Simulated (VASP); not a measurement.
Wanted: the native input for a VASP 6.6.1 run.

```yaml
Task: single point
Functional: LDA
Potentials_or_basis: VASP PAW LDA potentials, release 64 (Y_sv, In_d)
Cutoff: 520 eV
k_mesh: 5 × 5 × 5
Occupations: fermi-dirac, width 0.1 eV
Spin: no spin polarisation
Dipole_correction: no
Further_INCAR_settings: ALGO = Normal; EDIFF = 1e-07; NBANDS = 33
```

The structure of YIn3 lies in POSCAR:

```
YIn3
1.0
    4.4739086006      0.0000000000      0.0000000000
    0.0000000000      4.4739086006      0.0000000000
    0.0000000000      0.0000000000      4.4739086006
Y In
1 3
Direct
    0.0000000000      0.0000000000      0.0000000000
    0.0000000000      0.5000000000      0.5000000000
    0.5000000000      0.0000000000      0.5000000000
    0.5000000000      0.5000000000      0.0000000000
```

The input as run:

INCAR

```
PREC     = Accurate       # precision mode
ENCUT    = 520            # plane-wave cutoff, eV
EDIFF    = 1E-7           # SCF threshold, eV
ISMEAR   = -1             # smearing method
SIGMA    = 0.1            # smearing width, eV
LREAL    = False          # projectors in reciprocal space
LASPH    = True           # aspherical terms in the spheres
NELM     = 100            # most SCF steps
ALGO     = Normal         # electronic algorithm
ISIF     = 2              # what is computed and relaxed
LWAVE    = False          # write WAVECAR
LCHARG   = False          # write CHGCAR
GGA      = CA             # functional
NBANDS   = 33             # bands
```

KPOINTS

```
regular mesh
0
Gamma
  5 5 5
```

Potentials or basis: VASP PAW LDA potentials, release 64 (Y_sv, In_d).

The run is started by

```console
$ cat potpaw_LDA.64/Y_sv/POTCAR potpaw_LDA.64/In_d/POTCAR > POTCAR
$ mpirun -np 1 vasp_std > vasp.out
```

It gave:

```yaml
Pressure: 1.7 GPa
Band_gap_on_the_k_mesh: zero (bands 25 and 26 overlap by 2.16 eV)
```

Caveat: spin-orbit coupling is left out, which moves the levels of the heavy elements.

Wall time 35 s on 1 thread of AMD EPYC 7R13 Processor (Zen 3), with other jobs on the host, peak memory 0.16 GiB.
